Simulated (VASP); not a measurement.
# Si63N (a cell with a defect) in VASP: single point with PBE

Aim: the single point of Si63N (a cell with a defect) with PBE.

All numbers are computed with VASP 6.6.1; they aren't measurements. Logs are shortened: lines on timing, memory, paths and dates and some standing lists are left out, and cuts for length are marked.

**1. The cell of the first run**

The cell holds a defect, 64 atoms: a = 10.862 Å, b = 10.862 Å, c = 10.862 Å, α = 90.00°, β = 90.00°, γ = 90.00°.

**2. Single point, PBE**

The input, INCAR:

```
SYSTEM = Si63N
PREC     = Accurate       ! precision mode
ENCUT    = 520            ! plane-wave cutoff, eV
EDIFF    = 1E-6           ! SCF threshold, eV
ISMEAR   = 0              ! smearing method
SIGMA    = 0.02           ! smearing width, eV
LREAL    = Auto         
LASPH    = .True.         ! aspherical terms in the spheres
NELM     = 80             ! most SCF steps
ALGO     = Fast           ! electronic algorithm
ISIF     = 2              ! what is computed and relaxed
LWAVE    = .False.        ! write WAVECAR
LCHARG   = .False.        ! write CHGCAR
GGA      = PE             ! functional
NELECT   = 256.0        
NBANDS   = 166            ! bands
```

The input, KPOINTS:

```
Automatic mesh
0
Gamma
  2 2 2
  0 0 0
```

The input, POSCAR:

```
Si63N
1.0
   10.8620000000      0.0000000000      0.0000000000
    0.0000000000     10.8620000000      0.0000000000
    0.0000000000      0.0000000000     10.8620000000
N Si
1 63
Direct
    0.0006414041      0.0006414041      0.0006414041
   -0.0009652896      0.2445365513      0.2445365513
    0.2445365513     -0.0009652896      0.2445365513
    0.2445365513      0.2445365513     -0.0009652896
    0.1085507469      0.1085507469      0.1085507469
    0.1253673545      0.3724853445      0.3724853445
    0.3724853445      0.1253673545      0.3724853445
    0.3724853445      0.3724853445      0.1253673545
    0.0006658424      0.0006658424      0.5005988446
    0.0022986662      0.2445189555      0.7567077338
    0.2445189555      0.0022986662      0.7567077338
    0.2506992251      0.2506992251      0.4999826232
    0.1258812119      0.1258812119      0.6252287258
    0.1258987576      0.3759292800      0.8753250430
    0.3759292800      0.1258987576      0.8753250430
    0.3758145042      0.3758145042      0.6253812440
    0.0006658424      0.5005988446      0.0006658424
    0.0022986662      0.7567077338      0.2445189555
    0.2506992251      0.4999826232      0.2506992251
    0.2445189555      0.7567077338      0.0022986662
    0.1258812119      0.6252287258      0.1258812119
    0.1258987576      0.8753250430      0.3759292800
    0.3758145042      0.6253812440      0.3758145042
    0.3759292800      0.8753250430      0.1258987576
    0.0006182330      0.5006832245      0.5006832245
   -0.0010346899      0.7567431288      0.7567431288
    0.2507049619      0.5012421612      0.7505519904
    0.2507049619      0.7505519904      0.5012421612
    0.1254560127      0.6287246522      0.6287246522
    0.1085980005      0.8926903931      0.8926903931
    0.3724771335      0.6287177351      0.8757879300
    0.3724771335      0.8757879300      0.6287177351
    0.5005988446      0.0006658424      0.0006658424
    0.4999826232      0.2506992251      0.2506992251
    0.7567077338      0.0022986662      0.2445189555
    0.7567077338      0.2445189555      0.0022986662
    0.6252287258      0.1258812119      0.1258812119
    0.6253812440      0.3758145042      0.3758145042
    0.8753250430      0.1258987576      0.3759292800
    0.8753250430      0.3759292800      0.1258987576
    0.5006832245      0.0006182330      0.5006832245
    0.5012421612      0.2507049619      0.7505519904
    0.7567431288     -0.0010346899      0.7567431288
    0.7505519904      0.2507049619      0.5012421612
    0.6287246522      0.1254560127      0.6287246522
    0.6287177351      0.3724771335      0.8757879300
    0.8926903931      0.1085980005      0.8926903931
    0.8757879300      0.3724771335      0.6287177351
    0.5006832245      0.5006832245      0.0006182330
    0.5012421612      0.7505519904      0.2507049619
    0.7505519904      0.5012421612      0.2507049619
    0.7567431288      0.7567431288     -0.0010346899
    0.6287246522      0.6287246522      0.1254560127
    0.6287177351      0.8757879300      0.3724771335
    0.8757879300      0.6287177351      0.3724771335
    0.8926903931      0.8926903931      0.1085980005
    0.5006670641      0.5006670641      0.5006670641
    0.5000233125      0.7506150278      0.7506150278
    0.7506150278      0.5000233125      0.7506150278
    0.7506150278      0.7506150278      0.5000233125
    0.6254495647      0.6254495647      0.6254495647
    0.6252611633      0.8753883888      0.8753883888
    0.8753883888      0.6252611633      0.8753883888
    0.8753883888      0.8753883888      0.6252611633
```

Potentials or basis: VASP PAW PBE potentials, release 64 (N, Si).

Launch:

```console
$ cat potpaw_PBE.64/N/POTCAR potpaw_PBE.64/Si/POTCAR > POTCAR
$ mpirun -np 1 vasp_std > vasp.out
```

OUTCAR:

```text
SYSTEM = Si63N
   PREC = Accurate
   ENCUT = 520
   EDIFF = 1E-6
   ISMEAR = 0
   LREAL = Auto
   LASPH = .True.
   NELM = 80
   ISIF = 2
   GGA = PE
   NELECT = 256.0

 ion  position               nearest neighbor table
   1  0.001  0.001  0.001-   5 2.03  30 2.03  47 2.03  56 2.03
   2  0.999  0.245  0.245-  39 2.35  40 2.35   6 2.40   5 2.40
   3  0.245  0.999  0.245-  22 2.35  24 2.35   7 2.40   5 2.40
   4  0.245  0.245  0.999-  14 2.35  15 2.35   8 2.40   5 2.40
   5  0.109  0.109  0.109-   1 2.03   2 2.40   3 2.40   4 2.40
   6  0.125  0.372  0.372-  12 2.35  19 2.35  25 2.39   2 2.40
[... 56 lines left out ...]
  63  0.875  0.625  0.875-  26 2.35  52 2.35  59 2.35  17 2.35
  64  0.875  0.875  0.625-  26 2.35  43 2.35  60 2.35   9 2.35

  LATTYP: Found a simple cubic cell.
 ALAT       =    10.8620000000

  Lattice vectors:

 A1 = (  10.8620000000,   0.0000000000,   0.0000000000)
 A2 = (   0.0000000000,  10.8620000000,   0.0000000000)
 A3 = (   0.0000000000,   0.0000000000,  10.8620000000)

Analysis of symmetry for initial positions (statically):
=====================================================================
 Subroutine PRICEL returns:
 Original cell was already a primitive cell.

 Routine SETGRP: Setting up the symmetry group for a
 simple cubic supercell.

 Subroutine GETGRP returns: Found  6 space group operations
 (whereof  6 operations were pure point group operations)
 out of a pool of 48 trial point group operations.

The static configuration has the point symmetry C_3v.

Analysis of symmetry for dynamics (positions and initial velocities):
=====================================================================
 Subroutine PRICEL returns:
 Original cell was already a primitive cell.

 Routine SETGRP: Setting up the symmetry group for a
 simple cubic supercell.

 Subroutine GETGRP returns: Found  6 space group operations
 (whereof  6 operations were pure point group operations)
 out of a pool of 48 trial point group operations.

The dynamic configuration has the point symmetry C_3v.

 Subroutine INISYM returns: Found  6 space group operations
 (whereof  6 operations are pure point group operations),
 and found     1 'primitive' translations

----------------------------------------------------------------------------------------

                                     Primitive cell

  volume of cell :    1281.5318

  direct lattice vectors                    reciprocal lattice vectors
    10.862000000  0.000000000  0.000000000     0.092064077  0.000000000  0.000000000
     0.000000000 10.862000000  0.000000000     0.000000000  0.092064077  0.000000000
     0.000000000  0.000000000 10.862000000     0.000000000  0.000000000  0.092064077

  length of vectors
    10.862000000 10.862000000 10.862000000     0.092064077  0.092064077  0.092064077

  position of ions in fractional coordinates (direct lattice)
     0.000641404  0.000641404  0.000641404
     0.999034710  0.244536551  0.244536551
     0.244536551  0.999034710  0.244536551
     0.244536551  0.244536551  0.999034710
     0.108550747  0.108550747  0.108550747
     0.125367354  0.372485344  0.372485344
[... 56 lines left out ...]
     0.875388389  0.625261163  0.875388389
     0.875388389  0.875388389  0.625261163

  ion indices of the primitive-cell ions
   primitive index   ion index
                 1           1
                 2           2
                 3           3
                 4           4
                 5           5
                 6           6
[... 56 lines left out ...]
                63          63
                64          64

----------------------------------------------------------------------------------------

 KPOINTS: Automatic mesh

Automatic generation of k-mesh.
 Grid dimensions read from file:
 generate k-points for:    2    2    2

 Generating k-lattice:

  Cartesian coordinates                     Fractional coordinates (reciprocal lattice)
     0.046032038  0.000000000  0.000000000     0.500000000  0.000000000  0.000000000
     0.000000000  0.046032038  0.000000000     0.000000000  0.500000000  0.000000000
     0.000000000  0.000000000  0.046032038     0.000000000  0.000000000  0.500000000

  Length of vectors
     0.046032038  0.046032038  0.046032038

  Shift w.r.t. Gamma in fractional coordinates (k-lattice)
     0.000000000  0.000000000  0.000000000

 Subroutine IBZKPT returns following result:
 ===========================================

 Found      4 irreducible k-points:

 Following reciprocal coordinates:
            Coordinates               Weight
  0.000000  0.000000  0.000000      1.000000
  0.500000  0.000000  0.000000      3.000000
  0.500000  0.500000  0.000000      3.000000
  0.500000  0.500000  0.500000      1.000000
   k-points           NKPTS =      4   k-points in BZ     NKDIM =      4   number of bands    NBANDS=    166
   number of dos      NEDOS =    301   number of ions     NIONS =     64
   total plane-waves  NPLWV = 592704
   dimension x,y,z NGX =    84 NGY =   84 NGZ =   84
   dimension x,y,z NGXF=   168 NGYF=  168 NGZF=  168
   ions per type =               1  63
   NGX,Y,Z   is equivalent  to a cutoff of  12.86, 12.86, 12.86 a.u.
   NGXF,Y,Z  is equivalent  to a cutoff of  25.71, 25.71, 25.71 a.u.
 SYSTEM =  Si63N
   PREC   = accura    normal or accurate (medium, high low for compatibility)
   ISTART =      0    job   : 0-new  1-cont  2-samecut
   ICHARG =      2    charge: 1-file 2-atom 10-const
   ISPIN  =      1    spin polarized calculation?
   LNONCOLLINEAR =      F non collinear calculations
   LSORBIT =      F    spin-orbit coupling
   LASPH  =      T    aspherical Exc in radial PAW
   ENCUT  =  520.0 eV  38.22 Ry    6.18 a.u.  20.20 20.20 20.20*2*pi/ulx,y,z
   NELM   =     80;   NELMIN=  2; NELMDL= -5     # of ELM steps
   EDIFF  = 0.1E-05   stopping-criterion for ELM
   LREAL  =      T    real-space projection
   EDIFFG = 0.1E-04   stopping-criterion for IOM
   NSW    =      0    number of steps for IOM
[... 5 lines left out ...]
   TEBEG  =    0.0;   TEEND  =   0.0 temperature during run
   PSTRESS=    0.0 pullay stress
   NELECT =     256.0000    total number of electrons
   NUPDOWN=      -1.0000    fix difference up-down
   EMIN   =  10.00;   EMAX   =-10.00  energy-range for DOS
   EFERMI =   0.00;   METHOD = LEGACY
   ISMEAR =     0;   SIGMA  =   0.02  broadening in eV -4-tet -1-fermi 0-gaus
   EFERMI_NEDOS =   21; number of points for ismear=-14 and -15
   IALGO  =     68    algorithm
   IMIX   =      4    mixing-type and parameters
     AMIX     =   0.40;   BMIX     =  1.00
     AMIX_MAG =   1.60;   BMIX_MAG =  1.00
  volume/ion in A,a.u.               =      20.02       135.13
  Fermi-wavevector in a.u.,A,eV,Ry     =   0.956999  1.808467 12.460868  0.915848
  Thomas-Fermi vector in A             =   2.085978
   LORBIT       =      0    0 simple, 1 ext, 2 COOP (PROOUT), +10 PAW based schemes
   GGA     = PE    functional components
   LHFCALC =     F    Hartree Fock is set to
   AEXX    =    0.0000 exact exchange contribution
   IVDW    =     0    specifies the selected vdW correction
   LEPSILON=     F    determine dielectric tensor
   LRPA    =     F    only Hartree local field effects (RPA)
 non-spin polarized calculation
 RMM-DIIS sequential band-by-band and
 Gauss-broadening in eV      SIGMA  =   0.02
  energy-cutoff  :      520.00
  volume of cell :     1281.53
 maximum number of plane-waves:     34584
 NGX is ok and might be reduce to    84
   NGX = 41   NGY = 41   NGZ = 41

 number of electron     255.9999983 magnetization

 Free energy of the ion-electron system (eV)
  ---------------------------------------------------
  ext. energy  EPLUGINS =         0.00000000
  ---------------------------------------------------
  free energy    TOTEN  =      -354.51987012 eV

  energy without entropy =     -354.51589368  energy(sigma->0) =     -354.51788190

 E-fermi :   5.7156     XC(G=0):  -9.3779

 val. band max:        5.7104216951   @ k =   0.0000   0.0000   0.0000
 cond. band min:       5.7597976337   @ k =   0.5000   0.5000   0.5000
 fundamental gap:      0.0493759387
 Fermi energy:         5.7155641800

 k-point     1 :       0.0000    0.0000    0.0000
  band No.  band energies     occupation
      1     -10.6400      2.00000
      2      -6.0543      2.00000
      3      -5.0838      2.00000
      4      -5.0838      2.00000
      5      -5.0838      2.00000
      6      -5.0180      2.00000
[... 132 lines left out ...]
    139       6.9728      0.00000
    140       6.9728      0.00000

 k-point     2 :       0.5000    0.0000    0.0000
  band No.  band energies     occupation
      1     -10.6400      2.00000
      2      -5.8442      2.00000
      3      -5.7474      2.00000
      4      -4.8799      2.00000
      5      -4.8797      2.00000
      6      -4.8473      2.00000
[... 132 lines left out ...]
    139       7.7744      0.00000
    140       7.7751      0.00000

 k-point     3 :       0.5000    0.5000    0.0000
  band No.  band energies     occupation
      1     -10.6399      2.00000
      2      -5.5911      2.00000
      3      -5.5910      2.00000
      4      -5.5655      2.00000
      5      -5.4181      2.00000
      6      -4.7090      2.00000
[... 132 lines left out ...]
    139       7.7843      0.00000
    140       7.7846      0.00000

 k-point     4 :       0.5000    0.5000    0.5000
  band No.  band energies     occupation
      1     -10.6399      2.00000
      2      -5.3723      2.00000
      3      -5.3723      2.00000
      4      -5.3723      2.00000
      5      -5.3257      2.00000
      6      -5.2886      2.00000
[... 132 lines left out ...]
    139       7.3489      0.00000
    140       7.3490      0.00000
 [bands above 140 left out]

------------------------ aborting loop because EDIFF is reached ----------------------------------------

  FORCE on cell =-STRESS in cart. coord.  units (eV):
  Direction    XX          YY          ZZ          XY          YZ          ZX
  --------------------------------------------------------------------------------------
  -------------------------------------------------------------------------------------
  Total       -9.0276212     -9.0276212     -9.0276212      0.1105339      0.1105339      0.1105339
  in kB      -11.2863760    -11.2863760    -11.2863760      0.1381900      0.1381900      0.1381900
  external PRESSURE =     -11.2863760 kB  Pullay stress =       0.0000000 kB

 VOLUME and BASIS-vectors are now :
 -----------------------------------------------------------------------------
  energy-cutoff  :      520.00
  volume of cell :     1281.53
      direct lattice vectors                 reciprocal lattice vectors
    10.862000000  0.000000000  0.000000000     0.092064077  0.000000000  0.000000000
     0.000000000 10.862000000  0.000000000     0.000000000  0.092064077  0.000000000
     0.000000000  0.000000000 10.862000000     0.000000000  0.000000000  0.092064077

 POSITION                                       TOTAL-FORCE (eV/Angst)
 -----------------------------------------------------------------------------------
      0.00697      0.00697      0.00697         0.001879      0.001879      0.001879
     10.85152      2.65616      2.65616        -0.009473     -0.002420     -0.002420
      2.65616     10.85152      2.65616        -0.002420     -0.009473     -0.002420
      2.65616      2.65616     10.85152        -0.002420     -0.002420     -0.009473
      1.17908      1.17908      1.17908         0.016681      0.016681      0.016681
      1.36174      4.04594      4.04594         0.010774      0.003319      0.003319
[... 56 lines left out ...]
      9.50847      6.79159      9.50847        -0.002560     -0.002182     -0.002560
      9.50847      9.50847      6.79159        -0.002560     -0.002560     -0.002182
 -----------------------------------------------------------------------------------
    total drift:                                0.017646      0.017646      0.017646

  FREE ENERGIE OF THE ION-ELECTRON SYSTEM (eV)
  ---------------------------------------------------
  free  energy   TOTEN  =      -354.5198701216 eV

  energy  without entropy=     -354.5158936801  energy(sigma->0) =     -354.51788190
```

It took 50 min on 1 thread of Oxide Virtual Turin-like, shared host; peak memory 1.4 GiB.

What came out:

- Free energy: -354.5199 eV
- Largest force: 0.031 eV/Å

Forces on the atoms (eV/Å):
```
N    0.002  0.002  0.002
Si  -0.009 -0.002 -0.002
Si  -0.002 -0.009 -0.002
Si  -0.002 -0.002 -0.009
Si   0.017  0.017  0.017
Si   0.011  0.003  0.003
Si   0.003  0.011  0.003
Si   0.003  0.003  0.011
Si  -0.003 -0.003 -0.002
Si  -0.003  0.002  0.000
Si   0.002 -0.003  0.000
Si  -0.005 -0.005  0.002
Si   0.004  0.004  0.003
Si   0.002  0.004  0.004
Si   0.004  0.002  0.004
Si   0.006  0.006  0.000
Si  -0.003 -0.002 -0.003
Si  -0.003  0.000  0.002
Si  -0.005  0.002 -0.005
Si   0.002  0.000 -0.003
Si   0.004  0.003  0.004
Si   0.002  0.004  0.004
Si   0.006  0.000  0.006
Si   0.004  0.004  0.002
Si  -0.002 -0.006 -0.006
Si   0.004 -0.001 -0.001
Si  -0.005 -0.008  0.005
Si  -0.005  0.005 -0.008
Si   0.000  0.007  0.007
Si   0.013 -0.020 -0.020
Si   0.001  0.004 -0.004
Si   0.001 -0.004  0.004
Si  -0.002 -0.003 -0.003
Si   0.002 -0.005 -0.005
Si   0.000 -0.003  0.002
Si   0.000  0.002 -0.003
Si   0.003  0.004  0.004
Si   0.000  0.006  0.006
Si   0.004  0.002  0.004
Si   0.004  0.004  0.002
Si  -0.006 -0.002 -0.006
Si  -0.008 -0.005  0.005
Si  -0.001  0.004 -0.001
Si   0.005 -0.005 -0.008
Si   0.007  0.000  0.007
Si   0.004  0.001 -0.004
Si  -0.020  0.013 -0.020
Si  -0.004  0.001  0.004
Si  -0.006 -0.006 -0.002
Si  -0.008  0.005 -0.005
Si   0.005 -0.008 -0.005
Si  -0.001 -0.001  0.004
Si   0.007  0.007  0.000
Si   0.004 -0.004  0.001
Si  -0.004  0.004  0.001
Si  -0.020 -0.020  0.013
Si  -0.001 -0.001 -0.001
Si   0.002  0.002  0.002
Si   0.002  0.002  0.002
Si   0.002  0.002  0.002
Si  -0.002 -0.002 -0.002
Si  -0.002 -0.003 -0.003
Si  -0.003 -0.002 -0.003
Si  -0.003 -0.003 -0.002
```

Caveat: the cell carries a net charge on a neutralising background, which shifts energy and pressure; the cell is charged against a uniform background, so pressure and absolute levels hang on convention.
